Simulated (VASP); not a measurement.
GaN: relaxation of cell and atoms with LDA

The system is GaN.

```
CELL_PARAMETERS angstrom
3.18900 0.00000 0.00000
-1.59450 2.76176 0.00000
0.00000 0.00000 5.18500
ATOMIC_POSITIONS crystal
Ga 0.33333 0.66667 0.00000
Ga 0.66667 0.33333 0.50000
N 0.33333 0.66667 0.37700
N 0.66667 0.33333 0.87700
```

```
Program                : VASP 6.6.1
Task                   : relaxation of cell and atoms
Functional             : LDA
Potentials or basis    : VASP PAW LDA potentials, release 64 (Ga_d, N)
Cutoff                 : 600 eV
k mesh                 : 8 × 8 × 5
Occupations            : gaussian, width 0.01 eV
Spin                   : no spin polarisation
Dipole correction      : no
Further INCAR settings : ALGO = Normal; EDIFF = 1e-06; IBRION = 2; EDIFFG = -0.0005; NSW = 80; ISIF = 3
```

* Relaxed volume: 11.10 Å³/atom
* Relaxed cell: a = 3.157 Å, b = 3.157 Å, c = 5.146 Å, α = 90.00°, β = 90.00°, γ = 120.00°
* Space group after relaxing (to 0.1 Å): P6_3mc (No. 186)
* Energy gained by relaxing: 5.3 meV/atom
* Ionic steps: 24
* Pressure after relaxing: 0.0 GPa
* Band gap on the k mesh: 2.11 eV

The path:
```tsv
step	energy change (eV)	largest force (eV/Å)	pressure (GPa)	volume (Å³)
1	0.0000	0.0048	-5.25	45.67
2	-0.0002	0.0388	5.75	43.24
3	-0.0210	0.0196	0.11	44.43
4	-0.0210	0.0193	-0.49	44.45
5	-0.0211	0.0052	-0.07	44.43
6	-0.0211	0.0019	0.02	44.42
7	-0.0211	0.0059	0.07	44.42
8	-0.0211	0.0096	-0.13	44.45
9	-0.0211	0.0002	-0.06	44.43
10	-0.0211	0.0055	0.10	44.41
11	-0.0211	0.0019	-0.06	44.42
12	-0.0211	0.0026	0.04	44.42
13	-0.0211	0.0027	-0.01	44.42
14	-0.0211	0.0023	-0.04	44.42
15	-0.0211	0.0025	-0.01	44.42
16	-0.0211	0.0011	0.11	44.42
17	-0.0211	0.0021	-0.08	44.42
18	-0.0211	0.0002	-0.01	44.42
19	-0.0211	0.0002	0.02	44.42
20	-0.0211	0.0009	-0.01	44.42
21	-0.0211	0.0009	0.01	44.42
22	-0.0211	0.0000	0.01	44.42
23	-0.0211	0.0005	0.00	44.42
24	-0.0211	0.0005	0.00	44.42
```

Final structure:
```yaml
crystal:
  lattice:
    - [3.15693, 0.00000, 0.00000]
    - [-1.57847, 2.73398, 0.00000]
    - [0.00000, 0.00000, 5.14642]
  atoms:
    - { symbol: Ga, position: [0.33333, 0.66667, 0.00029] }
    - { symbol: Ga, position: [0.66667, 0.33333, 0.50029] }
    - { symbol: N, position: [0.33333, 0.66667, 0.37671] }
    - { symbol: N, position: [0.66667, 0.33333, 0.87671] }
```

Levels at points of the mesh, in eV from the valence-band top:
| k point | band 16 | band 17 | band 18 | band 19 | band 20 | band 21 |
| --- | --- | --- | --- | --- | --- | --- |
| (0.00, 0.00, 0.00) | -0.05 | 0.00 | 0.00 | 2.11 | 4.35 | 9.19 |
| (0.50, 0.00, 0.00) | -2.87 | -2.33 | -1.04 | 4.99 | 5.64 | 5.98 |

Wall time 2.1 min on 1 thread of Intel(R) Xeon(R) 6975P-C (Granite Rapids) (shared host), peak memory 0.17 GiB.
